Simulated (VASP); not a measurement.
Here is a VASP 6.6.1 calculation.

POSCAR

```
SiC
1.0
    0.0000000000      2.1571220310      2.1571220310
    2.1571220310      0.0000000000      2.1571220310
    2.1571220310      2.1571220310      0.0000000000
Si C
1 1
Direct
    0.0000000000      0.0000000000      0.0000000000
    0.7500000000      0.7500000000      0.7500000000
```

File INCAR.step1:

```
ALGO = Normal
EDIFF = 1E-4
ENCUT = 520
GGA = PE
ISMEAR = 0
LASPH = T
LCHARG = F
LREAL = F
LWAVE = T
NBANDS = 11
NELM = 80
PREC = Accurate
SIGMA = 0.01
```

Contents of INCAR.step2:

```
ALGO = Normal
EDIFF = 1E-6
ENCUT = 520
ISIF = 2
ISMEAR = 0
ISTART = 1
LASPH = T
LCHARG = F
LMIXTAU = T
LREAL = F
LWAVE = F
METAGGA = R2SCAN
NBANDS = 11
NELM = 80
PREC = Accurate
SIGMA = 0.01
```

The input KPOINTS:

```
k-points
0
Gamma
  8 8 8
```

Potentials or basis: VASP PAW PBE potentials, release 64 (Si, C).

The run is started by

```sh
$ cat potpaw_PBE.64/Si/POTCAR potpaw_PBE.64/C/POTCAR > POTCAR
$ cp INCAR.step1 INCAR
$ mpirun -np 1 vasp_std > vasp.out
$ cp INCAR.step2 INCAR
$ mpirun -np 1 vasp_std > vasp.out
```

(1) Predict the band gap on the k mesh.

(2) What does it give for the pressure?

Answers

(1) 1.70 eV, indirect (least direct gap 5.10 eV).

(2) 6.8 GPa.

Caveat: the PAW data sets were made with another functional, which shifts forces and pressure a little.
